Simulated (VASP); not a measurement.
# AlRu (P4/mmm) in VASP: notebook, part 2 of 2

VASP 6.6.1. The steps go on from the part before.

### Step 3. Single point, PBE, collinear spin, ferromagnetic start

This run uses another cell than the first one, of 16.37 Å³/atom, 1.009 times its volume.

INCAR reads:

```
SYSTEM = AlRu
ALGO = Normal ; EDIFF = 1E-6
ENCUT = 520 ; GGA = PE
ISIF = 2 ; ISMEAR = 0
ISPIN = 2 ; LASPH = .TRUE.
LCHARG = .FALSE. ; LMAXMIX = 4
LORBIT = 11 ; LREAL = .FALSE.
LWAVE = .FALSE. ; MAGMOM = 0 1
NBANDS = 20 ; NELM = 150
PREC = Accurate ; SIGMA = 0.1
```

KPOINTS reads:

```
k-points
0
G
  6 6 6
  0 0 0
```

POSCAR reads:

```
AlRu
1.0
    3.5018992749      0.0000000000      0.0000000000
    0.0000000000      3.5018992749      0.0000000000
    0.0000000000      0.0000000000      2.6691164422
Al Ru
1 1
Direct
    0.0000000000      0.0000000000      0.0000000000
    0.5000000000      0.5000000000      0.0000000000
```

Potentials or basis: VASP PAW PBE potentials, release 64 (Al, Ru_pv).

Launch:

```console
$ cat potpaw_PBE.64/Al/POTCAR potpaw_PBE.64/Ru_pv/POTCAR > POTCAR
$ mpirun -np 1 vasp_std > vasp.out
```

OUTCAR:

```text
SYSTEM = AlRu
   EDIFF = 1E-6
   ENCUT = 520
   GGA = PE
   ISIF = 2
   ISMEAR = 0
   ISPIN = 2
   LASPH = .TRUE.
   LORBIT = 11
   LREAL = .FALSE.
   NELM = 150
   PREC = Accurate

 ion  position               nearest neighbor table
   1  0.000  0.000  0.000-   2 2.48   2 2.48   2 2.48   2 2.48
   2  0.500  0.500  0.000-   1 2.48   1 2.48   1 2.48   1 2.48

  LATTYP: Found a simple tetragonal cell.
 ALAT       =     3.5018992749
 C/A-ratio  =     0.7621910948

  Lattice vectors:

 A1 = (   3.5018992749,   0.0000000000,   0.0000000000)
 A2 = (   0.0000000000,   3.5018992749,   0.0000000000)
 A3 = (   0.0000000000,   0.0000000000,   2.6691164422)

Analysis of symmetry for initial positions (statically):
=====================================================================
 Subroutine PRICEL returns:
 Original cell was already a primitive cell.

 Routine SETGRP: Setting up the symmetry group for a
 simple tetragonal supercell.

 Subroutine GETGRP returns: Found 16 space group operations
 (whereof 16 operations were pure point group operations)
 out of a pool of 16 trial point group operations.

The static configuration has the point symmetry D_4h.

Analysis of symmetry for dynamics (positions and initial velocities):
=====================================================================
 Subroutine PRICEL returns:
 Original cell was already a primitive cell.

 Routine SETGRP: Setting up the symmetry group for a
 simple tetragonal supercell.

 Subroutine GETGRP returns: Found 16 space group operations
 (whereof 16 operations were pure point group operations)
 out of a pool of 16 trial point group operations.

The dynamic configuration has the point symmetry D_4h.

Analysis of structural, dynamic, and magnetic symmetry:
=====================================================================
 Subroutine PRICEL returns:
 Original cell was already a primitive cell.

 Routine SETGRP: Setting up the symmetry group for a
 simple tetragonal supercell.

 Subroutine GETGRP returns: Found 16 space group operations
 (whereof 16 operations were pure point group operations)
[... 149 lines left out ...]
  free energy    TOTEN  =       -11.99492555 eV

  energy without entropy =      -11.98927711  energy(sigma->0) =      -11.99210133

 E-fermi :   8.5818     XC(G=0): -11.4730

 val. band max:        8.5533155318   @ k =   0.5000   0.0000   0.1667
 cond. band min:       8.5925233525   @ k =   0.5000   0.5000   0.5000
 fundamental gap:      0.0392078208
 Fermi energy:         8.5817515886

 spin component 1

 k-point     1 :       0.0000    0.0000    0.0000
  band No.  band energies     occupation
      1     -33.6610      1.00000
      2     -33.6610      1.00000
      3     -33.2273      1.00000
      4      -0.5229      1.00000
      5       5.0608      1.00000
      6       5.0674      1.00000
[... 541 lines left out ...]
     19      24.8644      0.00000
     20      29.1628      0.00000

 [... further k-points ...]

 spin component 2

 k-point     1 :       0.0000    0.0000    0.0000
  band No.  band energies     occupation
      1     -33.6611      1.00000
      2     -33.6611      1.00000
      3     -33.2274      1.00000
      4      -0.5227      1.00000
      5       5.0603      1.00000
      6       5.0674      1.00000
[... 541 lines left out ...]
     19      24.8645      0.00000
     20      29.1627      0.00000

 [... further k-points ...]

------------------------ aborting loop because EDIFF is reached ----------------------------------------

  FORCE on cell =-STRESS in cart. coord.  units (eV):
  Direction    XX          YY          ZZ          XY          YZ          ZX
  --------------------------------------------------------------------------------------
  -------------------------------------------------------------------------------------
  Total       -0.0243581     -0.0243581     -0.0607150      0.0000000     -0.0000000     -0.0000000
  in kB       -1.1922841     -1.1922841     -2.9718834      0.0000000     -0.0000000     -0.0000000
  external PRESSURE =      -1.7854838 kB  Pullay stress =       0.0000000 kB

 VOLUME and BASIS-vectors are now :
 -----------------------------------------------------------------------------
  energy-cutoff  :      520.00
  volume of cell :       32.73
      direct lattice vectors                 reciprocal lattice vectors
     3.501899275  0.000000000  0.000000000     0.285559327  0.000000000  0.000000000
     0.000000000  3.501899275  0.000000000     0.000000000  0.285559327  0.000000000
     0.000000000  0.000000000  2.669116442     0.000000000  0.000000000  0.374655817

 POSITION                                       TOTAL-FORCE (eV/Angst)
 -----------------------------------------------------------------------------------
      0.00000      0.00000      0.00000         0.000000      0.000000      0.000000
      1.75095      1.75095      0.00000         0.000000      0.000000      0.000000
 -----------------------------------------------------------------------------------
    total drift:                                0.000000      0.000000     -0.000000

  FREE ENERGIE OF THE ION-ELECTRON SYSTEM (eV)
  ---------------------------------------------------
  free  energy   TOTEN  =       -11.9949255549 eV

  energy  without entropy=      -11.9892771142  energy(sigma->0) =      -11.99210133

 total charge

# of ion       s       p       d       tot
------------------------------------------
    1        0.469   0.360   0.000   0.829
    2        0.328   6.170   6.187  12.685
--------------------------------------------------
tot          0.797   6.530   6.187  13.514

 magnetization (x)

# of ion       s       p       d       tot
------------------------------------------
    1        0.000   0.000   0.000   0.000
    2       -0.000   0.000  -0.000  -0.000
--------------------------------------------------
tot         -0.000   0.000  -0.000  -0.000
```

OSZICAR:

```text
N       E                     dE             d eps       ncg     rms          rms(c)
DAV:   1     0.126383800571E+03    0.12638E+03   -0.90093E+03  3256   0.794E+02
DAV:   2    -0.964075582052E+01   -0.13602E+03   -0.12777E+03  3476   0.245E+02
DAV:   3    -0.122879345607E+02   -0.26472E+01   -0.26225E+01  4028   0.355E+01
DAV:   4    -0.123072706655E+02   -0.19336E-01   -0.19315E-01  3712   0.325E+00
DAV:   5    -0.123075433110E+02   -0.27265E-03   -0.27264E-03  3820   0.382E-01    0.865E+00
DAV:   6    -0.121004436432E+02    0.20710E+00   -0.12205E+00  3420   0.100E+01    0.272E+00
DAV:   7    -0.120021117098E+02    0.98332E-01   -0.18455E-01  3384   0.398E+00    0.210E+00
DAV:   8    -0.119931397590E+02    0.89720E-02   -0.35740E-02  3588   0.138E+00    0.580E-01
DAV:   9    -0.119946825221E+02   -0.15428E-02   -0.22581E-03  3664   0.307E-01    0.207E-01
DAV:  10    -0.119948606028E+02   -0.17808E-03   -0.10464E-03  3628   0.195E-01    0.111E-01
DAV:  11    -0.119949186230E+02   -0.58020E-04   -0.59782E-05  3628   0.526E-02    0.412E-02
DAV:  12    -0.119949249496E+02   -0.63266E-05   -0.92993E-06  3652   0.226E-02    0.157E-02
DAV:  13    -0.119949255549E+02   -0.60534E-06   -0.15092E-06  3064   0.894E-03
   1 F= -.11994926E+02 E0= -.11992101E+02  d E =-.564844E-02  mag=    -0.0005
```

Run time: 21 s. Hardware: 1 thread of Intel Xeon Platinum 8559C (Emerald Rapids), shared host; peak memory 0.18 GiB.

What came out:

```
Free energy                                           : -11.9949 eV
Pressure                                              : -0.2 GPa
Net moment                                            : 0.00 μB per cell
Valence electrons inside the program's atomic spheres : Al 0.83; Ru 12.69
```

Stress tensor (GPa, compression positive):
```
-0.12  0.00  0.00
 0.00 -0.12  0.00
 0.00  0.00 -0.30
```

Caveat: the k points lie up to 0.39 Å⁻¹ apart.
